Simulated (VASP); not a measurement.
# SiO2 (I-42d) in VASP: further runs

SiO2 is run at these levels: r2SCAN; tasks: single point.

Everything below comes from runs of VASP 6.6.1. Logs are shortened: lines on timing, memory, paths and dates and some standing lists are left out, and cuts for length are marked.

### Step 1. The cell of the first run

It takes space group I-42d (No. 122, tetragonal). Conventional cell: a = 4.748 Å, b = 4.748 Å, c = 7.488 Å, α = 90.00°, β = 90.00°, γ = 90.00°. Si (site symmetry -4) has 4 O at 1.62 Å within 2.2 Å. O (site symmetry 2) has 2 Si at 1.62 Å within 2.2 Å.

### Step 2. Single point, r2SCAN

The input, POSCAR:

```
SiO2
1.0
   -2.3740500000      2.3740500000      3.7440000000
    2.3740500000     -2.3740500000      3.7440000000
    2.3740500000      2.3740500000     -3.7440000000
Si O
2 4
Direct
    0.0000000000      0.0000000000      0.0000000000
    0.7500000000      0.2500000000      0.5000000000
    0.9983800000      0.6250000000      0.8733800000
    0.3750000000      0.2483800000      0.3733800000
    0.7516200000      0.1250000000      0.1266200000
    0.8750000000      0.0016200000      0.6266200000
```

The input, INCAR.step1:

```
SYSTEM = SiO2
PREC = Accurate
ENCUT = 520
ISMEAR = 0
SIGMA = 0.02
LREAL = .FALSE.
LASPH = .TRUE.
NELM = 80
NBANDS = 25
GGA = PE
ALGO = Normal
EDIFF = 1E-4
LWAVE = .TRUE.
LCHARG = .FALSE.
```

The input, INCAR.step2:

```
SYSTEM = SiO2
PREC = Accurate
ENCUT = 520
EDIFF = 1E-6
ISMEAR = 0
SIGMA = 0.02
LREAL = .FALSE.
LASPH = .TRUE.
NELM = 80
ALGO = Normal
ISIF = 2
LWAVE = .FALSE.
LCHARG = .FALSE.
METAGGA = R2SCAN
LMIXTAU = .TRUE.
NBANDS = 25
ISTART = 1
```

The input, KPOINTS:

```
Automatic mesh
0
Gamma
  4 4 4
  0.5 0.5 0.5
```

Potentials or basis: VASP PAW PBE potentials, release 64 (Si, O).

Command:

```bash
$ cat potpaw_PBE.64/Si/POTCAR potpaw_PBE.64/O/POTCAR > POTCAR
$ cp INCAR.step1 INCAR
$ mpirun -np 1 vasp_std > vasp.out
$ cp INCAR.step2 INCAR
$ mpirun -np 1 vasp_std > vasp.out
```

OUTCAR:

```text
SYSTEM = SiO2
   PREC = Accurate
   ENCUT = 520
   EDIFF = 1E-6
   ISMEAR = 0
   LREAL = .FALSE.
   LASPH = .TRUE.
   NELM = 80
   ISIF = 2
   METAGGA = R2SCAN
   ISTART = 1

 ion  position               nearest neighbor table
   1  0.000  0.000  0.000-   3 1.62   4 1.62   5 1.62   6 1.62   2 3.02   2 3.02   2 3.02   2 3.02

   2  0.750  0.250  0.500-   3 1.62   4 1.62   5 1.62   6 1.62   1 3.02   1 3.02   1 3.02   1 3.02

   3  0.998  0.625  0.873-   1 1.62   2 1.62
   4  0.375  0.248  0.373-   1 1.62   2 1.62
   5  0.752  0.125  0.127-   1 1.62   2 1.62
   6  0.875  0.002  0.627-   1 1.62   2 1.62

  LATTYP: Found a body centered tetragonal cell.
 ALAT       =     4.7481000000
 C/A-ratio  =     1.5770518734

  Lattice vectors:

 A1 = (  -2.3740500000,   2.3740500000,   3.7440000000)
 A2 = (   2.3740500000,  -2.3740500000,   3.7440000000)
 A3 = (   2.3740500000,   2.3740500000,  -3.7440000000)

Analysis of symmetry for initial positions (statically):
=====================================================================
 Subroutine PRICEL returns:
 Original cell was already a primitive cell.

 Routine SETGRP: Setting up the symmetry group for a
 body centered tetragonal supercell.

 Subroutine GETGRP returns: Found  8 space group operations
 (whereof  4 operations were pure point group operations)
 out of a pool of 16 trial point group operations.

The static configuration has the point symmetry S_4 .
 The point group associated with its full space group is D_2d.

Analysis of symmetry for dynamics (positions and initial velocities):
=====================================================================
 Subroutine PRICEL returns:
 Original cell was already a primitive cell.

 Routine SETGRP: Setting up the symmetry group for a
 body centered tetragonal supercell.

 Subroutine GETGRP returns: Found  8 space group operations
 (whereof  4 operations were pure point group operations)
 out of a pool of 16 trial point group operations.

The dynamic configuration has the point symmetry S_4 .
 The point group associated with its full space group is D_2d.

 Subroutine INISYM returns: Found  8 space group operations
 (whereof  4 operations are pure point group operations),
 and found     1 'primitive' translations

----------------------------------------------------------------------------------------

                                     Primitive cell

[... 85 lines left out ...]
   LREAL  =      F    real-space projection
   EDIFFG = 0.1E-04   stopping-criterion for IOM
   NSW    =      0    number of steps for IOM
   IBRION =     -1    ionic relax: 0-MD 1-quasi-New 2-CG
   NFREE  =      0    steps in history (QN), initial steepest desc. (CG)
   ISIF   =      2    stress and relaxation
   ISYM   =      2    0-nonsym 1-usesym 2-fastsym
   POTIM  = 0.5000    time-step for ionic-motion
   TEBEG  =    0.0;   TEEND  =   0.0 temperature during run
   PSTRESS=    0.0 pullay stress
   NELECT =      32.0000    total number of electrons
   NUPDOWN=      -1.0000    fix difference up-down
   EMIN   =  10.00;   EMAX   =-10.00  energy-range for DOS
   EFERMI =   0.00;   METHOD = LEGACY
   ISMEAR =     0;   SIGMA  =   0.02  broadening in eV -4-tet -1-fermi 0-gaus
   EFERMI_NEDOS =   21; number of points for ismear=-14 and -15
   IALGO  =     38    algorithm
   IMIX   =      4    mixing-type and parameters
     AMIX     =   0.40;   BMIX     =  1.00
     AMIX_MAG =   1.60;   BMIX_MAG =  1.00
  volume/ion in A,a.u.               =      14.07        94.93
  Fermi-wavevector in a.u.,A,eV,Ry     =   1.184858  2.239057 19.101062  1.403888
  Thomas-Fermi vector in A             =   2.321064
   LORBIT       =      0    0 simple, 1 ext, 2 COOP (PROOUT), +10 PAW based schemes
   METAGGA = R2SCAN    functional components
   LHFCALC =     F    Hartree Fock is set to
   AEXX    =    0.0000 exact exchange contribution
   IVDW    =     0    specifies the selected vdW correction
   LEPSILON=     F    determine dielectric tensor
   LRPA    =     F    only Hartree local field effects (RPA)
 non-spin polarized calculation
 Gauss-broadening in eV      SIGMA  =   0.02
  energy-cutoff  :      520.00
  volume of cell :       84.41
 maximum number of plane-waves:      2282
 NGX is ok and might be reduce to    40
   NGX = 19   NGY = 19   NGZ = 19

 number of electron      32.0000012 magnetization

 Free energy of the ion-electron system (eV)
  ---------------------------------------------------
  ext. energy  EPLUGINS =         0.00000000
  ---------------------------------------------------
  free energy    TOTEN  =       -59.53111988 eV

  energy without entropy =      -59.53111988  energy(sigma->0) =      -59.53111988

 E-fermi :  -0.4957     XC(G=0):  -8.9990

 val. band max:       -0.6084039308   @ k =  -0.1250  -0.1250   0.1250
 cond. band min:       6.4346197110   @ k =  -0.1250  -0.1250   0.1250
 fundamental gap:      7.0430236418
 Fermi energy:        -0.4956633002

 k-point     1 :       0.1250    0.1250    0.1250
  band No.  band energies     occupation
      1     -20.3490      2.00000
      2     -19.0038      2.00000
      3     -18.6043      2.00000
      4     -18.6027      2.00000
      5      -8.8035      2.00000
      6      -6.4685      2.00000
[... 297 lines left out ...]
     24      13.9605      0.00000
     25      14.1694      0.00000

------------------------ aborting loop because EDIFF is reached ----------------------------------------

  FORCE on cell =-STRESS in cart. coord.  units (eV):
  Direction    XX          YY          ZZ          XY          YZ          ZX
  --------------------------------------------------------------------------------------
  -------------------------------------------------------------------------------------
  Total       -0.2291451     -0.2291451     -1.2586614      0.0000000      0.0000000      0.0000000
  in kB       -4.3495631     -4.3495631    -23.8915286      0.0000000      0.0000000      0.0000000
  external PRESSURE =     -10.8635516 kB  Pullay stress =       0.0000000 kB

 VOLUME and BASIS-vectors are now :
 -----------------------------------------------------------------------------
  energy-cutoff  :      520.00
  volume of cell :       84.41
      direct lattice vectors                 reciprocal lattice vectors
    -2.374050000  2.374050000  3.744000000     0.000000000  0.210610560  0.133547009
     2.374050000 -2.374050000  3.744000000     0.210610560  0.000000000  0.133547009
     2.374050000  2.374050000 -3.744000000     0.210610560  0.210610560  0.000000000

 POSITION                                       TOTAL-FORCE (eV/Angst)
 -----------------------------------------------------------------------------------
      0.00000      0.00000      0.00000        -0.000000      0.000000     -0.000000
      0.00000      2.37405      1.87200         0.000000      0.000000      0.000000
      1.18702      2.95987      2.80800         0.000000     -0.187036     -0.000000
      0.58582      1.18702      0.93600        -0.187036      0.000000     -0.000000
     -1.18702      1.78823      2.80800        -0.000000      0.187036      0.000000
     -0.58582      3.56107      0.93600         0.187036     -0.000000      0.000000
 -----------------------------------------------------------------------------------
    total drift:                                0.000011      0.000011     -0.000002

  FREE ENERGIE OF THE ION-ELECTRON SYSTEM (eV)
  ---------------------------------------------------
  free  energy   TOTEN  =       -59.5311198751 eV

  energy  without entropy=      -59.5311198751  energy(sigma->0) =      -59.53111988
```

OUTCAR.step1:

```text
SYSTEM = SiO2
   PREC = Accurate
   ENCUT = 520
   ISMEAR = 0
   LREAL = .FALSE.
   LASPH = .TRUE.
   NELM = 80
[... 533 lines left out ...]
      0.58582      1.18702      0.93600         0.133304      0.000000      0.000000
     -1.18702      1.78823      2.80800        -0.000000     -0.133304      0.000000
     -0.58582      3.56107      0.93600        -0.133304      0.000000      0.000000
 -----------------------------------------------------------------------------------
    total drift:                                0.000002      0.000002      0.000002

  FREE ENERGIE OF THE ION-ELECTRON SYSTEM (eV)
  ---------------------------------------------------
  free  energy   TOTEN  =       -47.3909110253 eV

  energy  without entropy=      -47.3909110253  energy(sigma->0) =      -47.39091103
```

OSZICAR.step1:

```text
N       E                     dE             d eps       ncg     rms          rms(c)
DAV:   1     0.179416963557E+03    0.17942E+03   -0.16082E+04   550   0.114E+03
DAV:   2    -0.416348026341E+02   -0.22105E+03   -0.20854E+03   722   0.279E+02
DAV:   3    -0.535498743492E+02   -0.11915E+02   -0.11852E+02   731   0.664E+01
DAV:   4    -0.536658558590E+02   -0.11598E+00   -0.11594E+00   668   0.747E+00
DAV:   5    -0.536672484719E+02   -0.13926E-02   -0.13924E-02   731   0.800E-01    0.205E+01
DAV:   6    -0.473716591903E+02    0.62956E+01   -0.19665E+01   661   0.283E+01    0.101E+01
DAV:   7    -0.473873760242E+02   -0.15717E-01   -0.67377E-01   706   0.453E+00    0.357E+00
DAV:   8    -0.473831131681E+02    0.42629E-02   -0.34235E-02   707   0.158E+00    0.137E+00
DAV:   9    -0.473897690902E+02   -0.66559E-02   -0.19804E-02   642   0.106E+00    0.270E-01
DAV:  10    -0.473909102609E+02   -0.11412E-02   -0.17426E-03   660   0.256E-01    0.776E-02
DAV:  11    -0.473909110253E+02   -0.76442E-06   -0.37513E-04   668   0.139E-01
   1 F= -.47390911E+02 E0= -.47390911E+02  d E =-.872235E-11
```

It took 2 min on 1 thread of Intel Xeon Platinum 8488C (Sapphire Rapids), shared host; peak memory 0.25 GiB.

What came out:

```yaml
Free_energy: -59.5311 eV
Pressure: -1.1 GPa
Largest_force: 0.187 eV/Å
Band_gap_on_the_k_mesh: 7.04 eV
```

Forces on the atoms (eV/Å):
```
Si   0.000  0.000  0.000
Si   0.000  0.000  0.000
O    0.000 -0.187  0.000
O   -0.187  0.000  0.000
O    0.000  0.187  0.000
O    0.187  0.000  0.000
```

Stress tensor (GPa, compression positive):
```
-0.43  0.00  0.00
 0.00 -0.43  0.00
 0.00  0.00 -2.39
```

Levels at points of the mesh, in eV from the valence-band top:
| k point | band 12 | band 13 | band 14 | band 15 | band 16 | band 17 | band 18 | band 19 | band 20 | band 21 |
| --- | --- | --- | --- | --- | --- | --- | --- | --- | --- | --- |
| (0.12, 0.12, 0.12) | -1.38 | -1.25 | -0.81 | -0.12 | -0.08 | 8.27 | 10.50 | 11.05 | 11.39 | 12.18 |

Caveat: the PAW data sets were made with another functional, which shifts forces and pressure a little; a shifted mesh leaves out Γ, where band edges can lie. r2SCAN opens gaps a little over a GGA but as a rule still falls short of measured ones.

### Step 3. Single point, r2SCAN

POSCAR is that of step 2.

The input, INCAR.step1:

```
  PREC = Accurate
  ENCUT = 520
  ISMEAR = 0
  SIGMA = 0.02
  LREAL = F
  LASPH = T
  NELM = 80
  NBANDS = 25
  GGA = PE
  ALGO = Normal
  EDIFF = 1E-4
  LWAVE = T
  LCHARG = F
```

The input, INCAR.step2:

```
  PREC = Accurate
  ENCUT = 520
  EDIFF = 1E-6
  ISMEAR = 0
  SIGMA = 0.02
  LREAL = F
  LASPH = T
  NELM = 80
  ALGO = Normal
  ISIF = 2
  LWAVE = F
  LCHARG = F
  METAGGA = R2SCAN
  LMIXTAU = T
  NBANDS = 25
  ISTART = 1
```

The input, KPOINTS:

```
Automatic mesh
0
Gamma
  6 6 6
```

Potentials or basis: VASP PAW PBE potentials, release 64 (Si, O).

Command:

```bash
$ cat potpaw_PBE.64/Si/POTCAR potpaw_PBE.64/O/POTCAR > POTCAR
$ cp INCAR.step1 INCAR
$ mpirun -np 1 vasp_std > vasp.out
$ cp INCAR.step2 INCAR
$ mpirun -np 1 vasp_std > vasp.out
```

OUTCAR:

```text
PREC = Accurate
   ENCUT = 520
   EDIFF = 1E-6
   ISMEAR = 0
   LREAL = F
   LASPH = T
   NELM = 80
   ISIF = 2
   METAGGA = R2SCAN
   ISTART = 1

 ion  position               nearest neighbor table
   1  0.000  0.000  0.000-   3 1.62   4 1.62   5 1.62   6 1.62   2 3.02   2 3.02   2 3.02   2 3.02

   2  0.750  0.250  0.500-   3 1.62   4 1.62   5 1.62   6 1.62   1 3.02   1 3.02   1 3.02   1 3.02

   3  0.998  0.625  0.873-   1 1.62   2 1.62
   4  0.375  0.248  0.373-   1 1.62   2 1.62
   5  0.752  0.125  0.127-   1 1.62   2 1.62
   6  0.875  0.002  0.627-   1 1.62   2 1.62

  LATTYP: Found a body centered tetragonal cell.
 ALAT       =     4.7481000000
 C/A-ratio  =     1.5770518734

  Lattice vectors:

 A1 = (  -2.3740500000,   2.3740500000,   3.7440000000)
 A2 = (   2.3740500000,  -2.3740500000,   3.7440000000)
 A3 = (   2.3740500000,   2.3740500000,  -3.7440000000)

Analysis of symmetry for initial positions (statically):
=====================================================================
 Subroutine PRICEL returns:
 Original cell was already a primitive cell.

[... 183 lines left out ...]
 cond. band min:       6.1141476133   @ k =   0.0000   0.0000   0.0000
 fundamental gap:      6.6945801459
 Fermi energy:        -0.4739751540

 k-point     1 :       0.0000    0.0000    0.0000
  band No.  band energies     occupation
      1     -20.6637      2.00000
      2     -18.5862      2.00000
      3     -18.5658      2.00000
      4     -18.5658      2.00000
      5      -9.4497      2.00000
      6      -5.9252      2.00000
[... 661 lines left out ...]
     24      14.0686      0.00000
     25      14.5803      0.00000

 [... further k-points ...]

------------------------ aborting loop because EDIFF is reached ----------------------------------------

  FORCE on cell =-STRESS in cart. coord.  units (eV):
  Direction    XX          YY          ZZ          XY          YZ          ZX
  --------------------------------------------------------------------------------------
  -------------------------------------------------------------------------------------
  Total       -0.2286673     -0.2286673     -1.2584815      0.0000000      0.0000000      0.0000000
  in kB       -4.3404936     -4.3404936    -23.8881143      0.0000000      0.0000000      0.0000000
  external PRESSURE =     -10.8563672 kB  Pullay stress =       0.0000000 kB

 VOLUME and BASIS-vectors are now :
 -----------------------------------------------------------------------------
  energy-cutoff  :      520.00
  volume of cell :       84.41
      direct lattice vectors                 reciprocal lattice vectors
    -2.374050000  2.374050000  3.744000000     0.000000000  0.210610560  0.133547009
     2.374050000 -2.374050000  3.744000000     0.210610560  0.000000000  0.133547009
     2.374050000  2.374050000 -3.744000000     0.210610560  0.210610560  0.000000000

 POSITION                                       TOTAL-FORCE (eV/Angst)
 -----------------------------------------------------------------------------------
      0.00000      0.00000      0.00000        -0.000000      0.000000      0.000000
      0.00000      2.37405      1.87200        -0.000000     -0.000000     -0.000000
      1.18702      2.95987      2.80800        -0.000000     -0.187055      0.000000
      0.58582      1.18702      0.93600        -0.187055      0.000000      0.000000
     -1.18702      1.78823      2.80800        -0.000000      0.187055      0.000000
     -0.58582      3.56107      0.93600         0.187055      0.000000      0.000000
 -----------------------------------------------------------------------------------
    total drift:                                0.000011      0.000011     -0.000002

  FREE ENERGIE OF THE ION-ELECTRON SYSTEM (eV)
  ---------------------------------------------------
  free  energy   TOTEN  =       -59.5311304318 eV

  energy  without entropy=      -59.5311304318  energy(sigma->0) =      -59.53113043
```

OUTCAR.step1:

```text
PREC = Accurate
   ENCUT = 520
   ISMEAR = 0
   LREAL = F
[... 914 lines left out ...]
      1.18702      2.95987      2.80800        -0.000000      0.133276      0.000000
      0.58582      1.18702      0.93600         0.133276      0.000000      0.000000
     -1.18702      1.78823      2.80800        -0.000000     -0.133276     -0.000000
     -0.58582      3.56107      0.93600        -0.133276      0.000000     -0.000000
 -----------------------------------------------------------------------------------
    total drift:                                0.000002      0.000002      0.000002

  FREE ENERGIE OF THE ION-ELECTRON SYSTEM (eV)
  ---------------------------------------------------
  free  energy   TOTEN  =       -47.3909160694 eV

  energy  without entropy=      -47.3909160694  energy(sigma->0) =      -47.39091607
```

Wall time 4.8 min (1 thread of Intel Xeon Platinum 8488C (Sapphire Rapids), shared host); peak memory 0.27 GiB.

Results:

* Free energy: -59.5311 eV
* Pressure: -1.1 GPa
* Largest force: 0.187 eV/Å
* Band gap on the k mesh: 6.69 eV

Forces on the atoms (eV/Å):
```
Si   0.000  0.000  0.000
Si   0.000  0.000  0.000
O    0.000 -0.187  0.000
O   -0.187  0.000  0.000
O    0.000  0.187  0.000
O    0.187  0.000  0.000
```

Stress tensor (GPa, compression positive):
```
-0.43  0.00  0.00
 0.00 -0.43  0.00
 0.00  0.00 -2.39
```

Caveat: the PAW data sets were made with another functional, which shifts forces and pressure a little. A k mesh can miss the band edges.
